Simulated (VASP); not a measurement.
GaAs, 16 atoms in the cell. Symmetry: F-43m, No. 216, cubic system. Conventional cell: a = 5.603 Å, b = 5.603 Å, c = 5.603 Å, α = 90.00°, β = 90.00°, γ = 90.00°. Within 3.2 Å of Ga (site symmetry -43m) lie 4 As at 2.43 Å. Within 3.2 Å of As (site symmetry -43m) lie 4 Ga at 2.43 Å. 

```yaml
Program: VASP 6.6.1
Task: single point
Functional: LDA
Potentials_or_basis: VASP PAW LDA potentials, release 64 (Ga_d, As)
Cutoff: 520 eV
k_mesh: 3 × 3 × 3
Occupations: gaussian, width 0.02 eV
Spin: no spin polarisation
Dipole_correction: no
Further_INCAR_settings: LREAL = Auto; ALGO = Normal; EDIFF = 1e-06; NBANDS = 86
```

Potentials or basis: VASP PAW LDA potentials, release 64 (Ga_d, As).

Run with:

```bash
$ cat potpaw_LDA.64/Ga_d/POTCAR potpaw_LDA.64/As/POTCAR > POTCAR
$ mpirun -np 1 vasp_std > vasp.out
```

Hardware: 1 thread of Intel(R) Xeon(R) 6975P-C (Granite Rapids) (shared host).

**Question.** Estimate the wall time of this run.

**Answer.** Run time: 95 s on 1 thread of Intel(R) Xeon(R) 6975P-C (Granite Rapids) (shared host), peak memory 0.4 GiB. Counts: scf iterations 15, k points 4.
